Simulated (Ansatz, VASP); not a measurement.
# One calculation of SiC, two programs

```xyz
2
Lattice="0.0350 2.1921 2.1921 2.1921 0.0350 2.1921 2.1921 2.1921 0.0350" Properties=species:S:1:pos:R:3 pbc="T T T"
Si    0.0000    0.0000    0.0000
C     1.1048    1.1048    1.1048
```

Change from the starting cell: strained cell.

Alike in both runs: task relaxation of the atoms; functional PBE; k mesh 9 × 9 × 9; occupations gaussian, width 0.02 eV; no spin polarisation.

|  | VASP | Ansatz |
| --- | --- | --- |
| version | VASP 6.6.1 | Ansatz 0.2.0 |
| potentials or method | VASP PAW PBE potentials, release 64 (Si, C), cutoff 520 eV | scalar-relativistic, plane waves, PAW |
| valence electrons in the cell | 8 | 8 |

|  | VASP | Ansatz | Ansatz less VASP |
| --- | --- | --- | --- |
| gap on the k mesh at the Fermi level, each at its own relaxed structure (eV) | 1.40 | 1.40 | +0.003 |

Ansatz's warnings: stress scf threshold loose.
